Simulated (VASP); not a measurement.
Sb, 2 atoms in the cell. It takes space group R-3m (No. 166, trigonal). The conventional cell has a = 4.308 Å, b = 4.308 Å, c = 11.274 Å, α = 90.00°, β = 90.00°, γ = 120.00°. Within 3.8 Å of Sb (site symmetry 3m) lie 6 Sb at 2.91 to 3.35 Å. 

```yaml
Program: VASP 6.6.1
Task: relaxation of cell and atoms
Functional: revPBE
Dispersion: D4
Potentials_or_basis: VASP PAW PBE potentials, release 64 (Sb)
Cutoff: 600 eV
k_mesh: 8 × 8 × 8
Occupations: fermi-dirac, width 0.05 eV
Spin: no spin polarisation
Dipole_correction: no
Further_INCAR_settings: ALGO = Normal; EDIFF = 1e-07; IBRION = 2; EDIFFG = -0.01; NSW = 60; ISIF = 3
```

Potentials or basis: VASP PAW PBE potentials, release 64 (Sb).

The run is started by

```sh
$ cat potpaw_PBE.64/Sb/POTCAR > POTCAR
$ mpirun -np 1 vasp_std > vasp.out
```

Hardware: 1 thread of AMD EPYC 9R45 96-Core Processor (Zen 5) (shared host).

Problem. Estimate the wall time of this run.

Solution. It took 2.2 min on 1 thread of AMD EPYC 9R45 96-Core Processor (Zen 5), with other jobs on the host, peak memory 0.19 GiB. Counts: scf iterations 82, k points 65, ion steps 14.
